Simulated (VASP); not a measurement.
# MgO (I4mm) in VASP: further runs

Runs on MgO. Level: PBE. Tasks: single point.

Program: VASP 6.6.1. These are calculated values, not measurements. Logs are shortened: lines on timing, memory, paths and dates and some standing lists are left out, and cuts for length are marked.

### 1 The cell of the first run

It takes space group I4mm (No. 107, tetragonal). Conventional cell: a = 3.020 Å, b = 3.020 Å, c = 4.270 Å, α = 90.00°, β = 90.00°, γ = 90.00°. Mg (site symmetry 4mm) has 6 O at 1.87 to 2.40 Å within 2.5 Å. O (site symmetry 4mm) has 6 Mg at 1.87 to 2.40 Å within 2.5 Å.

### 2 Single point, PBE

The input, INCAR:

```
PREC     = Accurate       # precision mode
ENCUT    = 520            # plane-wave cutoff, eV
EDIFF    = 1E-6           # SCF threshold, eV
ISMEAR   = 0              # smearing method
SIGMA    = 0.05           # smearing width, eV
LREAL    = False          # projectors in reciprocal space
LASPH    = True           # aspherical terms in the spheres
NELM     = 60             # most SCF steps
ALGO     = Normal         # electronic algorithm
ISIF     = 2              # what is computed and relaxed
LWAVE    = False          # write WAVECAR
LCHARG   = False          # write CHGCAR
GGA      = PE             # functional
NBANDS   = 11             # bands
```

The input, KPOINTS:

```
regular mesh
0
Gamma
  10 10 10
```

The input, POSCAR:

```
MgO
1.0
    0.0000000000      2.1351500000      2.1351500000
    2.1351500000      0.0000000000      2.1351500000
    2.1351500000      2.1351500000      0.0000000000
Mg O
1 1
Direct
   -0.0614710910     -0.0614710910      0.0614710910
    0.5000000000      0.5000000000      0.5000000000
```

Potentials or basis: VASP PAW PBE potentials, release 64 (Mg, O).

Started as:

```
> cat potpaw_PBE.64/Mg/POTCAR potpaw_PBE.64/O/POTCAR > POTCAR
> mpirun -np 1 vasp_std > vasp.out
```

OUTCAR:

```text
PREC = Accurate
   ENCUT = 520
   EDIFF = 1E-6
   ISMEAR = 0
   LREAL = False
   LASPH = True
   NELM = 60
   ISIF = 2
   GGA = PE

 ion  position               nearest neighbor table
   1  0.939  0.939  0.061-   2 1.87   2 2.15   2 2.15   2 2.15   2 2.15   2 2.40
   2  0.500  0.500  0.500-   1 1.87   1 2.15   1 2.15   1 2.15   1 2.15   1 2.40

  LATTYP: Found a face centered cubic cell.
 ALAT       =     4.2703000000

  Lattice vectors:

 A1 = (   0.0000000000,   2.1351500000,   2.1351500000)
 A2 = (   2.1351500000,   0.0000000000,   2.1351500000)
 A3 = (   2.1351500000,   2.1351500000,   0.0000000000)

Analysis of symmetry for initial positions (statically):
=====================================================================
 Subroutine PRICEL returns:
 Original cell was already a primitive cell.

 Routine SETGRP: Setting up the symmetry group for a
 face centered cubic supercell.

 Subroutine GETGRP returns: Found  8 space group operations
 (whereof  8 operations were pure point group operations)
 out of a pool of 48 trial point group operations.

The static configuration has the point symmetry C_4v.

Analysis of symmetry for dynamics (positions and initial velocities):
=====================================================================
 Subroutine PRICEL returns:
 Original cell was already a primitive cell.

 Routine SETGRP: Setting up the symmetry group for a
 face centered cubic supercell.

 Subroutine GETGRP returns: Found  8 space group operations
 (whereof  8 operations were pure point group operations)
 out of a pool of 48 trial point group operations.

The dynamic configuration has the point symmetry C_4v.

 Subroutine INISYM returns: Found  8 space group operations
 (whereof  8 operations are pure point group operations),
 and found     1 'primitive' translations

----------------------------------------------------------------------------------------

                                     Primitive cell

  volume of cell :      19.4677

  direct lattice vectors                    reciprocal lattice vectors
     0.000000000  2.135150000  2.135150000    -0.234175585  0.234175585  0.234175585
     2.135150000  0.000000000  2.135150000     0.234175585 -0.234175585  0.234175585
     2.135150000  2.135150000  0.000000000     0.234175585  0.234175585 -0.234175585

  length of vectors
     3.019558088  3.019558088  3.019558088     0.405604011  0.405604011  0.405604011

  position of ions in fractional coordinates (direct lattice)
     0.938528909  0.938528909  0.061471091
     0.500000000  0.500000000  0.500000000

  ion indices of the primitive-cell ions
   primitive index   ion index
                 1           1
                 2           2

----------------------------------------------------------------------------------------

 KPOINTS: regular mesh

Automatic generation of k-mesh.
 Grid dimensions read from file:
 generate k-points for:   10   10   10

 Generating k-lattice:

  Cartesian coordinates                     Fractional coordinates (reciprocal lattice)
    -0.023417558  0.023417558  0.023417558     0.100000000  0.000000000  0.000000000
     0.023417558 -0.023417558  0.023417558     0.000000000  0.100000000  0.000000000
     0.023417558  0.023417558 -0.023417558     0.000000000  0.000000000  0.100000000

  Length of vectors
     0.040560401  0.040560401  0.040560401

  Shift w.r.t. Gamma in fractional coordinates (k-lattice)
     0.000000000  0.000000000  0.000000000

 Subroutine IBZKPT returns following result:
 ===========================================

 Found    102 irreducible k-points:

 Following reciprocal coordinates:
            Coordinates               Weight
  0.000000  0.000000  0.000000      1.000000
  0.100000  0.000000  0.000000      8.000000
  0.200000  0.000000  0.000000      8.000000
  0.300000  0.000000  0.000000      8.000000
  0.400000  0.000000  0.000000      8.000000
  0.500000  0.000000  0.000000      4.000000
[... 16 lines left out ...]
 -0.100000  0.100000  0.000000      4.000000
  0.000000 -0.100000  0.100000      8.000000
 [... further k-points ...]
   k-points           NKPTS =    102   k-points in BZ     NKDIM =    102   number of bands    NBANDS=     11
   number of dos      NEDOS =    301   number of ions     NIONS =      2
   total plane-waves  NPLWV =  13824
   dimension x,y,z NGX =    24 NGY =   24 NGZ =   24
   dimension x,y,z NGXF=    48 NGYF=   48 NGZF=   48
   ions per type =               1   1
   NGX,Y,Z   is equivalent  to a cutoff of  13.21, 13.21, 13.21 a.u.
   NGXF,Y,Z  is equivalent  to a cutoff of  26.43, 26.43, 26.43 a.u.
 SYSTEM =  unknown system
   PREC   = accura    normal or accurate (medium, high low for compatibility)
   ISTART =      0    job   : 0-new  1-cont  2-samecut
   ICHARG =      2    charge: 1-file 2-atom 10-const
   ISPIN  =      1    spin polarized calculation?
   LNONCOLLINEAR =      F non collinear calculations
   LSORBIT =      F    spin-orbit coupling
   LASPH  =      T    aspherical Exc in radial PAW
   ENCUT  =  520.0 eV  38.22 Ry    6.18 a.u.   5.61  5.61  5.61*2*pi/ulx,y,z
   NELM   =     60;   NELMIN=  2; NELMDL= -5     # of ELM steps
   EDIFF  = 0.1E-05   stopping-criterion for ELM
   LREAL  =      F    real-space projection
   EDIFFG = 0.1E-04   stopping-criterion for IOM
   NSW    =      0    number of steps for IOM
   IBRION =     -1    ionic relax: 0-MD 1-quasi-New 2-CG
   NFREE  =      0    steps in history (QN), initial steepest desc. (CG)
   ISIF   =      2    stress and relaxation
   ISYM   =      2    0-nonsym 1-usesym 2-fastsym
   POTIM  = 0.5000    time-step for ionic-motion
   TEBEG  =    0.0;   TEEND  =   0.0 temperature during run
   PSTRESS=    0.0 pullay stress
   NELECT =       8.0000    total number of electrons
   NUPDOWN=      -1.0000    fix difference up-down
   EMIN   =  10.00;   EMAX   =-10.00  energy-range for DOS
   EFERMI =   0.00;   METHOD = LEGACY
   ISMEAR =     0;   SIGMA  =   0.05  broadening in eV -4-tet -1-fermi 0-gaus
   EFERMI_NEDOS =   21; number of points for ismear=-14 and -15
   IALGO  =     38    algorithm
   IMIX   =      4    mixing-type and parameters
     AMIX     =   0.40;   BMIX     =  1.00
     AMIX_MAG =   1.60;   BMIX_MAG =  1.00
  volume/ion in A,a.u.               =       9.73        65.69
  Fermi-wavevector in a.u.,A,eV,Ry     =   1.217119  2.300022 20.155386  1.481379
  Thomas-Fermi vector in A             =   2.352450
   LORBIT       =      0    0 simple, 1 ext, 2 COOP (PROOUT), +10 PAW based schemes
   GGA     = PE    functional components
   LHFCALC =     F    Hartree Fock is set to
   AEXX    =    0.0000 exact exchange contribution
   IVDW    =     0    specifies the selected vdW correction
   LEPSILON=     F    determine dielectric tensor
   LRPA    =     F    only Hartree local field effects (RPA)
 non-spin polarized calculation
 Gauss-broadening in eV      SIGMA  =   0.05
  energy-cutoff  :      520.00
  volume of cell :       19.47
 maximum number of plane-waves:       544
   NGX = 11   NGY = 11   NGZ = 11

 number of electron       8.0000002 magnetization

 Free energy of the ion-electron system (eV)
  ---------------------------------------------------
  ext. energy  EPLUGINS =         0.00000000
  ---------------------------------------------------
  free energy    TOTEN  =       -11.71160907 eV

  energy without entropy =      -11.71160907  energy(sigma->0) =      -11.71160907

 E-fermi :   3.0395     XC(G=0): -10.8594

 val. band max:        2.8248320599   @ k =   0.0000   0.0000   0.0000
 cond. band min:       7.1502619432   @ k =   0.0000   0.0000   0.0000
 fundamental gap:      4.3254298833
 Fermi energy:         3.0395009696

 k-point     1 :       0.0000    0.0000    0.0000
  band No.  band energies     occupation
      1     -14.2070      2.00000
      2       2.7427      2.00000
      3       2.8248      2.00000
      4       2.8248      2.00000
      5       7.1503      0.00000
      6      18.5623      0.00000
      7      18.6960      0.00000
      8      18.6960      0.00000
      9      22.1112      0.00000
     10      24.0290      0.00000
     11      24.1663      0.00000

 k-point     2 :       0.1000    0.0000    0.0000
  band No.  band energies     occupation
      1     -14.1102      2.00000
      2       2.1444      2.00000
      3       2.7393      2.00000
      4       2.7679      2.00000
      5       7.7760      0.00000
      6      17.2760      0.00000
      7      18.8452      0.00000
      8      18.8936      0.00000
      9      23.2084      0.00000
     10      23.3049      0.00000
     11      23.8938      0.00000

 k-point     3 :       0.2000    0.0000    0.0000
  band No.  band energies     occupation
      1     -13.8448      2.00000
      2       0.8965      2.00000
      3       2.5920      2.00000
      4       2.6229      2.00000
      5       8.9775      0.00000
      6      15.6730      0.00000
      7      19.1534      0.00000
      8      19.2249      0.00000
      9      22.5680      0.00000
     10      22.7887      0.00000
     11      24.5976      0.00000

 k-point     4 :       0.3000    0.0000    0.0000
  band No.  band energies     occupation
      1     -13.4890      2.00000
      2      -0.3365      2.00000
      3       2.4193      2.00000
      4       2.4514      2.00000
      5       9.9790      0.00000
      6      14.8063      0.00000
      7      19.1416      0.00000
      8      19.1557      0.00000
      9      23.1077      0.00000
     10      23.1304      0.00000
     11      24.1509      0.00000
[... 239 lines left out ...]
 k-point    22 :       0.0000   -0.2000    0.1000
  band No.  band energies     occupation
      1     -13.6632      2.00000
      2       0.4044      2.00000
      3       2.2123      2.00000
      4       2.5699      2.00000
      5       9.7016      0.00000
      6      15.1124      0.00000
      7      18.3647      0.00000
      8      19.8884      0.00000
      9      21.7212      0.00000
     10      23.5246      0.00000
     11      25.3591      0.00000

 k-point    23 :      -0.1000    0.1000    0.0000
  band No.  band energies     occupation
      1     -13.9580      2.00000
      2       1.4474      2.00000
      3       2.5041      2.00000
      4       2.7336      2.00000
      5       8.5991      0.00000
      6      16.1544      0.00000
      7      18.8258      0.00000
      8      19.2478      0.00000
      9      21.8657      0.00000
     10      23.4106      0.00000
     11      25.4455      0.00000

 k-point    24 :       0.0000   -0.1000    0.1000
  band No.  band energies     occupation
      1     -13.9576      2.00000
      2       1.4681      2.00000
      3       2.5147      2.00000
      4       2.7080      2.00000
      5       8.5530      0.00000
      6      16.2110      0.00000
      7      18.7641      0.00000
      8      19.3152      0.00000
      9      22.1817      0.00000
     10      23.4139      0.00000
     11      25.0476      0.00000

 [... further k-points ...]
[... 5 lines left out ...]
  --------------------------------------------------------------------------------------
  -------------------------------------------------------------------------------------
  Total       -0.4350901     -0.4350901      2.3487831      0.0000000     -0.0000000      0.0000000
  in kB      -35.8075512    -35.8075512    193.3028787      0.0000000     -0.0000000      0.0000000
  external PRESSURE =      40.5625921 kB  Pullay stress =       0.0000000 kB

 VOLUME and BASIS-vectors are now :
 -----------------------------------------------------------------------------
  energy-cutoff  :      520.00
  volume of cell :       19.47
      direct lattice vectors                 reciprocal lattice vectors
     0.000000000  2.135150000  2.135150000    -0.234175585  0.234175585  0.234175585
     2.135150000  0.000000000  2.135150000     0.234175585 -0.234175585  0.234175585
     2.135150000  2.135150000  0.000000000     0.234175585  0.234175585 -0.234175585

 POSITION                                       TOTAL-FORCE (eV/Angst)
 -----------------------------------------------------------------------------------
      2.13515      2.13515      4.00780         0.000000      0.000000      1.850286
      2.13515      2.13515      2.13515         0.000000      0.000000     -1.850286
 -----------------------------------------------------------------------------------
    total drift:                               -0.000000     -0.000000     -0.000977

  FREE ENERGIE OF THE ION-ELECTRON SYSTEM (eV)
  ---------------------------------------------------
  free  energy   TOTEN  =       -11.7116090667 eV

  energy  without entropy=      -11.7116090667  energy(sigma->0) =      -11.71160907
```

Wall time 23 s (1 thread of Intel Xeon 8259CL, shared host); peak memory 0.15 GiB.

Results:

```
Free energy            : -11.7116 eV
Pressure               : 4.1 GPa
Largest force          : 1.850 eV/Å
Band gap on the k mesh : 4.33 eV, direct
```

Forces in eV/Å, atoms in the order of the input:
```
Mg   0.000  0.000  1.850
O    0.000  0.000 -1.850
```

Levels at points of the mesh, in eV from the valence-band top:
```tsv
k point	band 1	band 2	band 3	band 4	band 5	band 6	band 7	band 8	band 9
(0.00, 0.00, 0.00)	-17.03	-0.08	0.00	0.00	4.33	15.74	15.87	15.87	19.29
(0.50, 0.00, 0.00)	-15.87	-4.38	-0.59	-0.56	7.70	11.92	15.88	16.10	20.13
(0.50, 0.50, 0.00)	-15.63	-3.79	-1.25	-1.25	9.13	9.17	12.75	18.46	18.46
(0.00, 0.50, 0.50)	-15.62	-3.86	-1.31	-1.26	9.27	9.31	12.74	18.29	18.80
```

Caveat: the cell differs from its parent crystal (all Mg atoms moved +0.263 Å, as atom 1 towards its neighbour atom 2 (O) at 2.135 Å); forces of over 1 eV/Å act on the atoms, so gaps and moduli don't describe the material at rest.

### 3 Single point, PBE

The input, INCAR:

```
PREC = Accurate ; ENCUT = 520
EDIFF = 1E-7 ; ISMEAR = 0
SIGMA = 0.05 ; LREAL = False
LASPH = True ; NELM = 100
ALGO = Normal ; ISIF = 2
LWAVE = False ; LCHARG = True
GGA = PE ; LELF = True
LVHAR = True ; NBANDS = 11
```

The input, KPOINTS:

```
Automatic mesh
0
Gamma
  10 10 10
```

POSCAR, as its differences from that of step 2:

```diff
@@ -8,3 +8,3 @@
 Direct
-   -0.0614710910     -0.0614710910      0.0614710910
+   -0.0439079222     -0.0439079222      0.0439079222
     0.5000000000      0.5000000000      0.5000000000
```

Potentials or basis: VASP PAW PBE potentials, release 64 (Mg, O).

Started as:

```
> cat potpaw_PBE.64/Mg/POTCAR potpaw_PBE.64/O/POTCAR > POTCAR
> mpirun -np 1 vasp_std > vasp.out
```

It took 26 s on 1 thread of Intel Xeon 8259CL, shared host; peak memory 0.15 GiB.

The run converged. Its results:

* Free energy: -11.8196 eV
* Pressure: 0.7 GPa
* Largest force: 1.080 eV/Å
* Band gap on the k mesh: 4.33 eV, direct

Forces in eV/Å, atoms in the order of the input:
```
Mg   0.000  0.000  1.080
O    0.000  0.000 -1.080
```

Stress tensor (GPa, compression positive):
```
-3.05  0.00  0.00
 0.00 -3.05  0.00
 0.00  0.00  8.20
```

Levels at points of the mesh, in eV from the valence-band top:
```
           k point  band 1  band 2  band 3  band 4  band 5  band 6  band 7  band 8  band 9
(0.00, 0.00, 0.00)  -17.05   -0.05    0.00    0.00    4.33   15.65   15.72   15.72   19.33
(0.50, 0.00, 0.00)  -15.87   -4.41   -0.60   -0.58    7.67   12.02   15.88   16.01   20.20
(0.50, 0.50, 0.00)  -15.63   -3.86   -1.27   -1.27    9.10    9.33   12.72   18.41   18.41
(0.00, 0.50, 0.50)  -15.63   -3.89   -1.30   -1.28    9.19    9.39   12.71   18.32   18.60
```

Caveat: the cell differs from its parent crystal (all Mg atoms moved +0.188 Å, as atom 1 towards its neighbour atom 2 (O) at 2.135 Å); forces of over 1 eV/Å act on the atoms, so gaps and moduli don't describe the material at rest.
